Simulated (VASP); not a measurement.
**SiC: single point with r2SCAN**

The system is SiC.

```
Si C
1.0
     0.00000    2.15617    2.15617
     2.15617    0.00000    2.15617
     2.15617    2.15617    0.00000
Si C
1 1
Direct
  0.00000 0.00000 0.00000
  0.25000 0.25000 0.25000
```

This cell differs from its parent crystal: volume scaled by 0.97.

* Program: VASP 6.6.1
* Task: single point
* Functional: r2SCAN
* Potentials or basis: VASP PAW PBE potentials, release 64 (Si, C)
* Cutoff: 520 eV
* k mesh: 10 × 10 × 10
* Occupations: gaussian, width 0.02 eV
* Spin: no spin polarisation

- Pressure: 7.1 GPa
- Band gap on the k mesh: 1.70 eV, indirect (least direct gap 5.10 eV)

Levels at points of the mesh, in eV from the valence-band top:
| k point | band 2 | band 3 | band 4 | band 5 | band 6 | band 7 |
| --- | --- | --- | --- | --- | --- | --- |
| (0.00, 0.00, 0.00) | 0.00 | 0.00 | 0.00 | 7.23 | 8.09 | 8.09 |
| (0.50, 0.00, 0.00) | -8.99 | -1.11 | -1.11 | 6.30 | 7.89 | 7.89 |
| (0.50, 0.50, 0.00) | -8.15 | -3.39 | -3.39 | 1.70 | 4.95 | 15.53 |

It took 25 s on 1 thread of Intel(R) Xeon(R) 6975P-C (Granite Rapids), with other jobs on the host, peak memory 0.14 GiB.

Caveat: the PAW data sets were made with another functional, which shifts forces and pressure a little. A k mesh can miss the band edges.
